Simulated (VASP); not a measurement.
# GaGe3 in VASP: further runs

The runs below take GaGe3 through single point, with PBE, LDA.

All numbers are computed with VASP 6.6.1; they aren't measurements. Logs are shortened: lines on timing, memory, paths and dates and some standing lists are left out, and cuts for length are marked.

## (1) The cell of the first run

It takes space group Pm-3m (No. 221, cubic). Conventional cell: a = 4.335 Å, b = 4.335 Å, c = 4.335 Å, α = 90.00°, β = 90.00°, γ = 90.00°. Within 4.0 Å of Ge (site symmetry 4/mmm) lie 8 Ge at 3.07 Å and 4 Ga at 3.07 Å. Within 4.0 Å of Ga (site symmetry m-3m) lie 12 Ge at 3.07 Å.

## (2) Single point, PBE

The input, INCAR:

```
SYSTEM = GaGe3
  PREC = Accurate
  ENCUT = 520
  EDIFF = 1E-7
  ISMEAR = -1
  SIGMA = 0.05
  LREAL = .FALSE.
  LASPH = .TRUE.
  NELM = 100
  ALGO = Normal
  ISIF = 2
  LWAVE = .FALSE.
  LCHARG = .TRUE.
  GGA = PE
  LELF = .TRUE.
  LVHAR = .TRUE.
  NBANDS = 36
```

The input, KPOINTS:

```
Automatic mesh
0
G
  6 6 6
  0 0 0
```

The input, POSCAR:

```
GaGe3
1.0
    4.3347680618      0.0000000000      0.0000000000
    0.0000000000      4.3347680618      0.0000000000
    0.0000000000      0.0000000000      4.3347680618
Ge Ga
3 1
Direct
    0.5000000000      0.5000000000      0.0000000000
    0.5000000000      0.0000000000      0.5000000000
    0.0000000000      0.5000000000      0.5000000000
    0.0000000000      0.0000000000      0.0000000000
```

Potentials or basis: VASP PAW PBE potentials, release 64 (Ge_d, Ga_d).

The run is started by

```sh
cat potpaw_PBE.64/Ge_d/POTCAR potpaw_PBE.64/Ga_d/POTCAR > POTCAR
mpirun -np 1 vasp_std > vasp.out
```

OUTCAR:

```text
SYSTEM = GaGe3
   PREC = Accurate
   ENCUT = 520
   EDIFF = 1E-7
   ISMEAR = -1
   LREAL = .FALSE.
   LASPH = .TRUE.
   NELM = 100
   ISIF = 2
   GGA = PE

 ion  position               nearest neighbor table
   1  0.500  0.500  0.000-
   2  0.500  0.000  0.500-
   3  0.000  0.500  0.500-
   4  0.000  0.000  0.000-

  LATTYP: Found a simple cubic cell.
 ALAT       =     4.3347680618

  Lattice vectors:

 A1 = (   4.3347680618,   0.0000000000,   0.0000000000)
 A2 = (   0.0000000000,   4.3347680618,   0.0000000000)
 A3 = (   0.0000000000,   0.0000000000,   4.3347680618)

Analysis of symmetry for initial positions (statically):
=====================================================================
 Subroutine PRICEL returns:
 Original cell was already a primitive cell.

 Routine SETGRP: Setting up the symmetry group for a
 simple cubic supercell.

 Subroutine GETGRP returns: Found 48 space group operations
 (whereof 48 operations were pure point group operations)
 out of a pool of 48 trial point group operations.

The static configuration has the point symmetry O_h .

Analysis of symmetry for dynamics (positions and initial velocities):
=====================================================================
 Subroutine PRICEL returns:
 Original cell was already a primitive cell.

 Routine SETGRP: Setting up the symmetry group for a
 simple cubic supercell.

 Subroutine GETGRP returns: Found 48 space group operations
 (whereof 48 operations were pure point group operations)
 out of a pool of 48 trial point group operations.

The dynamic configuration has the point symmetry O_h .

 Subroutine INISYM returns: Found 48 space group operations
 (whereof 48 operations are pure point group operations),
 and found     1 'primitive' translations

----------------------------------------------------------------------------------------

                                     Primitive cell

  volume of cell :      81.4512

  direct lattice vectors                    reciprocal lattice vectors
     4.334768062  0.000000000  0.000000000     0.230692850  0.000000000  0.000000000
     0.000000000  4.334768062  0.000000000     0.000000000  0.230692850  0.000000000
     0.000000000  0.000000000  4.334768062     0.000000000  0.000000000  0.230692850

  length of vectors
     4.334768062  4.334768062  4.334768062     0.230692850  0.230692850  0.230692850

  position of ions in fractional coordinates (direct lattice)
     0.500000000  0.500000000  0.000000000
     0.500000000  0.000000000  0.500000000
     0.000000000  0.500000000  0.500000000
     0.000000000  0.000000000  0.000000000

  ion indices of the primitive-cell ions
   primitive index   ion index
                 1           1
                 2           2
                 3           3
                 4           4

----------------------------------------------------------------------------------------

 KPOINTS: Automatic mesh

Automatic generation of k-mesh.
 Grid dimensions read from file:
 generate k-points for:    6    6    6

 Generating k-lattice:

  Cartesian coordinates                     Fractional coordinates (reciprocal lattice)
     0.038448808  0.000000000  0.000000000     0.166666667  0.000000000  0.000000000
     0.000000000  0.038448808  0.000000000     0.000000000  0.166666667  0.000000000
     0.000000000  0.000000000  0.038448808     0.000000000  0.000000000  0.166666667

  Length of vectors
     0.038448808  0.038448808  0.038448808

  Shift w.r.t. Gamma in fractional coordinates (k-lattice)
     0.000000000  0.000000000  0.000000000

 Subroutine IBZKPT returns following result:
 ===========================================

 Found     20 irreducible k-points:

 Following reciprocal coordinates:
            Coordinates               Weight
  0.000000  0.000000  0.000000      1.000000
  0.166667  0.000000  0.000000      6.000000
  0.333333  0.000000  0.000000      6.000000
  0.500000  0.000000  0.000000      3.000000
  0.166667  0.166667  0.000000     12.000000
  0.333333  0.166667  0.000000     24.000000
[... 12 lines left out ...]
  0.500000  0.500000  0.333333      6.000000
  0.500000  0.500000  0.500000      1.000000
   k-points           NKPTS =     20   k-points in BZ     NKDIM =     20   number of bands    NBANDS=     36
   number of dos      NEDOS =    301   number of ions     NIONS =      4
   total plane-waves  NPLWV =  32768
   dimension x,y,z NGX =    32 NGY =   32 NGZ =   32
   dimension x,y,z NGXF=    64 NGYF=   64 NGZF=   64
   ions per type =               3   1
   NGX,Y,Z   is equivalent  to a cutoff of  12.27, 12.27, 12.27 a.u.
   NGXF,Y,Z  is equivalent  to a cutoff of  24.55, 24.55, 24.55 a.u.
 SYSTEM =  GaGe3
   PREC   = accura    normal or accurate (medium, high low for compatibility)
   ISTART =      0    job   : 0-new  1-cont  2-samecut
   ICHARG =      2    charge: 1-file 2-atom 10-const
   ISPIN  =      1    spin polarized calculation?
   LNONCOLLINEAR =      F non collinear calculations
   LSORBIT =      F    spin-orbit coupling
   LASPH  =      T    aspherical Exc in radial PAW
   ENCUT  =  520.0 eV  38.22 Ry    6.18 a.u.   8.06  8.06  8.06*2*pi/ulx,y,z
   NELM   =    100;   NELMIN=  2; NELMDL= -5     # of ELM steps
   EDIFF  = 0.1E-06   stopping-criterion for ELM
   LREAL  =      F    real-space projection
   EDIFFG = 0.1E-05   stopping-criterion for IOM
   NSW    =      0    number of steps for IOM
   IBRION =     -1    ionic relax: 0-MD 1-quasi-New 2-CG
   NFREE  =      0    steps in history (QN), initial steepest desc. (CG)
   ISIF   =      2    stress and relaxation
   ISYM   =      2    0-nonsym 1-usesym 2-fastsym
   POTIM  = 0.5000    time-step for ionic-motion
   TEBEG  =    0.0;   TEEND  =   0.0 temperature during run
   PSTRESS=    0.0 pullay stress
   NELECT =      55.0000    total number of electrons
   NUPDOWN=      -1.0000    fix difference up-down
   EMIN   =  10.00;   EMAX   =-10.00  energy-range for DOS
   EFERMI =   0.00;   METHOD = LEGACY
   ISMEAR =    -1;   SIGMA  =   0.05  broadening in eV -4-tet -1-fermi 0-gaus
   EFERMI_NEDOS =   21; number of points for ismear=-14 and -15
   IALGO  =     38    algorithm
   IMIX   =      4    mixing-type and parameters
     AMIX     =   0.40;   BMIX     =  1.00
     AMIX_MAG =   1.60;   BMIX_MAG =  1.00
  volume/ion in A,a.u.               =      20.36       137.41
  Fermi-wavevector in a.u.,A,eV,Ry     =   1.436249  2.714118 28.066266  2.062812
  Thomas-Fermi vector in A             =   2.555458
   LORBIT       =      0    0 simple, 1 ext, 2 COOP (PROOUT), +10 PAW based schemes
   GGA     = PE    functional components
   LHFCALC =     F    Hartree Fock is set to
   AEXX    =    0.0000 exact exchange contribution
   IVDW    =     0    specifies the selected vdW correction
   LEPSILON=     F    determine dielectric tensor
   LRPA    =     F    only Hartree local field effects (RPA)
 non-spin polarized calculation
  energy-cutoff  :      520.00
  volume of cell :       81.45
 maximum number of plane-waves:      2272
   NGX = 17   NGY = 17   NGZ = 17

 number of electron      54.9999928 magnetization

 Free energy of the ion-electron system (eV)
  ---------------------------------------------------
  ext. energy  EPLUGINS =         0.00000000
  ---------------------------------------------------
  free energy    TOTEN  =       -15.39543834 eV

  energy without entropy =      -15.37312646  energy(sigma->0) =      -15.38428240

 E-fermi :   5.7509     XC(G=0): -10.8504

 val. band max:        5.6871291097   @ k =   0.1667   0.1667   0.0000
 cond. band min:       5.7735704811   @ k =   0.5000   0.0000   0.0000
 fundamental gap:      0.0864413714
 Fermi energy:         5.7509446423

 k-point     1 :       0.0000    0.0000    0.0000
  band No.  band energies     occupation
      1     -19.0348      2.00000
      2     -19.0348      2.00000
      3     -19.0348      2.00000
      4     -19.0249      2.00000
      5     -18.9965      2.00000
      6     -18.9965      2.00000
[... 28 lines left out ...]
     35      12.2556      0.00000
     36      12.5695      0.00000

 k-point     2 :       0.1667    0.0000    0.0000
  band No.  band energies     occupation
      1     -19.0338      2.00000
      2     -19.0278      2.00000
      3     -19.0278      2.00000
      4     -19.0205      2.00000
      5     -18.9960      2.00000
      6     -18.9926      2.00000
[... 28 lines left out ...]
     35      12.9038      0.00000
     36      13.6429      0.00000

 k-point     3 :       0.3333    0.0000    0.0000
  band No.  band energies     occupation
      1     -19.0317      2.00000
      2     -19.0095      2.00000
      3     -19.0086      2.00000
      4     -19.0086      2.00000
      5     -18.9947      2.00000
      6     -18.9826      2.00000
[... 28 lines left out ...]
     35      12.3839      0.00000
     36      12.3839      0.00000

 k-point     4 :       0.5000    0.0000    0.0000
  band No.  band energies     occupation
      1     -19.0306      2.00000
      2     -19.0019      2.00000
      3     -18.9930      2.00000
      4     -18.9878      2.00000
      5     -18.9878      2.00000
      6     -18.9775      2.00000
[... 28 lines left out ...]
     35      11.3743      0.00000
     36      11.3743      0.00000

 k-point     5 :       0.1667    0.1667    0.0000
  band No.  band energies     occupation
      1     -19.0286      2.00000
      2     -19.0250      2.00000
      3     -19.0239      2.00000
      4     -19.0152      2.00000
      5     -18.9940      2.00000
      6     -18.9898      2.00000
[... 499 lines left out ...]
 k-point    18 :       0.5000    0.3333    0.3333
  band No.  band energies     occupation
      1     -19.0093      2.00000
      2     -19.0034      2.00000
      3     -19.0030      2.00000
      4     -19.0011      2.00000
      5     -18.9996      2.00000
      6     -18.9986      2.00000
[... 28 lines left out ...]
     35      12.6522      0.00000
     36      13.0342      0.00000

 k-point    19 :       0.5000    0.5000    0.3333
  band No.  band energies     occupation
      1     -19.0057      2.00000
      2     -19.0057      2.00000
      3     -19.0043      2.00000
      4     -19.0024      2.00000
      5     -19.0011      2.00000
      6     -19.0011      2.00000
[... 28 lines left out ...]
     35      13.5154      0.00000
     36      13.5154      0.00000

 k-point    20 :       0.5000    0.5000    0.5000
  band No.  band energies     occupation
      1     -19.0071      2.00000
      2     -19.0071      2.00000
      3     -19.0071      2.00000
      4     -19.0052      2.00000
      5     -19.0039      2.00000
      6     -19.0039      2.00000
[... 28 lines left out ...]
     35      13.9732      0.00000
     36      13.9732      0.00000

------------------------ aborting loop because EDIFF is reached ----------------------------------------

  FORCE on cell =-STRESS in cart. coord.  units (eV):
  Direction    XX          YY          ZZ          XY          YZ          ZX
  --------------------------------------------------------------------------------------
  -------------------------------------------------------------------------------------
  Total       -1.0302321     -1.0302321     -1.0302321     -0.0000000      0.0000000     -0.0000000
  in kB      -20.2650678    -20.2650678    -20.2650678     -0.0000000      0.0000000     -0.0000000
  external PRESSURE =     -20.2650678 kB  Pullay stress =       0.0000000 kB

 VOLUME and BASIS-vectors are now :
 -----------------------------------------------------------------------------
  energy-cutoff  :      520.00
  volume of cell :       81.45
      direct lattice vectors                 reciprocal lattice vectors
     4.334768062  0.000000000  0.000000000     0.230692850  0.000000000  0.000000000
     0.000000000  4.334768062  0.000000000     0.000000000  0.230692850  0.000000000
     0.000000000  0.000000000  4.334768062     0.000000000  0.000000000  0.230692850

 POSITION                                       TOTAL-FORCE (eV/Angst)
 -----------------------------------------------------------------------------------
      2.16738      2.16738      0.00000         0.000000      0.000000      0.000000
      2.16738      0.00000      2.16738         0.000000      0.000000      0.000000
      0.00000      2.16738      2.16738         0.000000      0.000000      0.000000
      0.00000      0.00000      0.00000         0.000000      0.000000      0.000000
 -----------------------------------------------------------------------------------
    total drift:                                0.000000     -0.000000     -0.000000

  FREE ENERGIE OF THE ION-ELECTRON SYSTEM (eV)
  ---------------------------------------------------
  free  energy   TOTEN  =       -15.3954383374 eV

  energy  without entropy=      -15.3731264601  energy(sigma->0) =      -15.38428240
```

Run time: 39 s. Hardware: 1 thread of Intel Xeon 6975P-C, shared host; peak memory 0.2 GiB.

Results:

- Free energy: -15.3954 eV
- Pressure: -2.0 GPa

## (3) Single point, PBE

This run uses another cell than the first one, of 20.75 Å³/atom, 1.019 times its volume.

The input, INCAR:

```
ALGO = Normal ; EDIFF = 1E-6
ENCUT = 520 ; GGA = PE
ISIF = 2 ; ISMEAR = -1
LASPH = T ; LCHARG = F
LREAL = F ; LWAVE = F
NBANDS = 36 ; NELM = 60
PREC = Accurate ; SIGMA = 0.05
```

The input, KPOINTS:

```
k-points
0
Gamma
  6 6 6
```

The input, POSCAR:

```
GaGe3
1.0
    4.3623787939      0.0000000000      0.0000000000
    0.0000000000      4.3623787939      0.0000000000
    0.0000000000      0.0000000000      4.3623787939
Ge Ga
3 1
Direct
    0.5000000000      0.5000000000      0.0000000000
    0.5000000000      0.0000000000      0.5000000000
    0.0000000000      0.5000000000      0.5000000000
    0.0000000000      0.0000000000      0.0000000000
```

Potentials or basis: VASP PAW PBE potentials, release 64 (Ge_d, Ga_d).

The run is started by

```sh
cat potpaw_PBE.64/Ge_d/POTCAR potpaw_PBE.64/Ga_d/POTCAR > POTCAR
mpirun -np 1 vasp_std > vasp.out
```

Run time: 34 s. Hardware: 1 thread of Intel Xeon 6975P-C, shared host; peak memory 0.2 GiB.

Results (log left out):

```
Free energy : -15.3718 eV
Pressure    : -2.9 GPa
```

Levels at points of the mesh, in eV from the Fermi level:
| k point | band 24 | band 25 | band 26 | band 27 | band 28 | band 29 | band 30 | band 31 | band 32 | band 33 |
| --- | --- | --- | --- | --- | --- | --- | --- | --- | --- | --- |
| (0.00, 0.00, 0.00) | -3.53 | -3.53 | -3.53 | -3.37 | 2.48 | 2.48 | 2.48 | 3.40 | 3.40 | 3.40 |
| (0.50, 0.00, 0.00) | -3.49 | -1.78 | -1.78 | -1.18 | -1.18 | 0.05 | 0.32 | 3.98 | 4.17 | 4.42 |
| (0.50, 0.50, 0.00) | -6.84 | -0.80 | -0.25 | -0.25 | 0.11 | 0.27 | 0.27 | 0.53 | 1.64 | 5.82 |
| (0.50, 0.50, 0.50) | -5.11 | -5.03 | -4.57 | -4.57 | -4.57 | 6.21 | 6.21 | 6.26 | 6.26 | 6.26 |

## (4) Single point, PBE (atoms moved at random)

The input, INCAR:

```
SYSTEM = GaGe3
PREC = Accurate ; ENCUT = 520
EDIFF = 1E-6 ; ISMEAR = -1
SIGMA = 0.05 ; LREAL = .FALSE.
LASPH = .TRUE. ; NELM = 100
ALGO = Normal ; ISIF = 2
LWAVE = .FALSE. ; LCHARG = .TRUE.
GGA = PE ; LELF = .TRUE.
LVHAR = .TRUE. ; NBANDS = 36
```

The input, KPOINTS:

```
Automatic mesh
0
G
  6 6 6
  0 0 0
```

The input, POSCAR:

```
GaGe3
1.0
    4.2784660000      0.0000000000      0.0000000000
    0.0000000000      4.2784660000      0.0000000000
    0.0000000000      0.0000000000      4.2784660000
Ge Ga
3 1
Direct
    0.5006010000      0.4993680000     -0.0079840000
    0.5150890000     -0.0068830000      0.4946610000
    0.0124480000      0.4926530000      0.4999670000
    0.0036790000      0.0065190000      0.0059030000
```

The run is started by

```sh
cat potpaw_PBE.64/Ge_d/POTCAR potpaw_PBE.64/Ga_d/POTCAR > POTCAR
mpirun -np 1 vasp_std > vasp.out
```

Run time: 2.7 min. Hardware: 1 thread of Intel Xeon 6975P-C, shared host; peak memory 0.37 GiB.

It converged, with:

| Property | Result |
| --- | --- |
| Free energy | -15.4159 eV |
| Pressure | -0.1 GPa |
| Largest force | 0.110 eV/Å |

Forces in eV/Å, atoms in the order of the input:
```
Ge  -0.068  0.081 -0.030
Ge   0.039 -0.041  0.018
Ge   0.015  0.030  0.059
Ga   0.013 -0.070 -0.046
```

Stress tensor (GPa, compression positive):
```
-0.08  0.02 -0.03
 0.02 -0.14  0.01
-0.03  0.01 -0.04
```

Levels at points of the mesh, in eV from the Fermi level:
| k point | band 24 | band 25 | band 26 | band 27 | band 28 | band 29 | band 30 | band 31 | band 32 | band 33 |
| --- | --- | --- | --- | --- | --- | --- | --- | --- | --- | --- |
| (0.00, 0.00, 0.00) | -3.82 | -3.77 | -3.76 | -3.27 | 2.59 | 2.60 | 2.61 | 3.52 | 3.54 | 3.54 |
| (0.50, 0.00, 0.00) | -3.33 | -1.93 | -1.92 | -1.33 | -1.32 | -0.02 | 0.23 | 4.38 | 4.53 | 4.66 |
| (0.00, 0.50, 0.00) | -3.33 | -1.93 | -1.92 | -1.33 | -1.31 | -0.03 | 0.22 | 4.38 | 4.53 | 4.66 |
| (0.00, 0.00, 0.50) | -3.33 | -1.94 | -1.92 | -1.34 | -1.31 | 0.00 | 0.24 | 4.37 | 4.47 | 4.66 |
| (0.50, 0.50, 0.00) | -7.12 | -0.74 | -0.18 | -0.17 | -0.03 | 0.23 | 0.30 | 0.67 | 1.63 | 6.16 |
| (0.00, 0.50, 0.50) | -7.12 | -0.74 | -0.20 | -0.18 | 0.02 | 0.23 | 0.28 | 0.68 | 1.61 | 6.17 |
| (0.50, 0.00, 0.50) | -7.13 | -0.74 | -0.18 | -0.17 | 0.04 | 0.24 | 0.25 | 0.67 | 1.61 | 6.17 |
| (0.50, 0.50, 0.50) | -5.36 | -5.28 | -4.88 | -4.88 | -4.81 | 6.60 | 6.61 | 6.67 | 6.67 | 6.68 |

Caveat: the cell differs from its parent crystal (atoms moved at random).

## (5) Single point, LDA (volume scaled by 0.94)

The input, INCAR:

```
PREC = Accurate ; ENCUT = 520
EDIFF = 1E-7 ; ISMEAR = -1
SIGMA = 0.05 ; LREAL = False
LASPH = True ; NELM = 60
ALGO = Normal ; ISIF = 2
LWAVE = False ; LCHARG = True
LELF = True ; LVHAR = True
NBANDS = 36
```

The input, KPOINTS:

```
Automatic mesh
0
Gamma
  6 6 6
```

The input, POSCAR:

```
GaGe3
1.0
    4.1911258602      0.0000000000      0.0000000000
    0.0000000000      4.1911258602      0.0000000000
    0.0000000000      0.0000000000      4.1911258602
Ge Ga
3 1
Direct
    0.5000000000      0.5000000000      0.0000000000
    0.5000000000      0.0000000000      0.5000000000
    0.0000000000      0.5000000000      0.5000000000
    0.0000000000      0.0000000000      0.0000000000
```

Potentials or basis: VASP PAW LDA potentials, release 64 (Ge_d, Ga_d).

The run is started by

```sh
cat potpaw_LDA.64/Ge_d/POTCAR potpaw_LDA.64/Ga_d/POTCAR > POTCAR
mpirun -np 1 vasp_std > vasp.out
```

Run time: 20 s. Hardware: 1 thread of Intel Xeon 6975P-C, shared host; peak memory 0.18 GiB.

The run converged. Its results:

- Free energy: -18.1472 eV
- Pressure: -1.4 GPa

Levels at points of the mesh, in eV from the Fermi level:
```csv
k point,band 24,band 25,band 26,band 27,band 28,band 29,band 30,band 31,band 32,band 33
"(0.00, 0.00, 0.00)",-4.04,-4.04,-4.04,-3.37,2.68,2.68,2.68,3.62,3.62,3.62
"(0.50, 0.00, 0.00)",-3.29,-2.07,-2.07,-1.47,-1.47,-0.10,0.13,4.71,4.86,4.86
"(0.50, 0.50, 0.00)",-7.48,-0.70,-0.14,-0.14,-0.01,0.20,0.20,0.74,1.55,6.46
"(0.50, 0.50, 0.50)",-5.71,-5.40,-5.21,-5.21,-5.21,6.93,6.93,7.00,7.00,7.00
```

Caveat: the cell differs from its parent crystal (volume scaled by 0.94).

(Continued in part 2 of 2.)
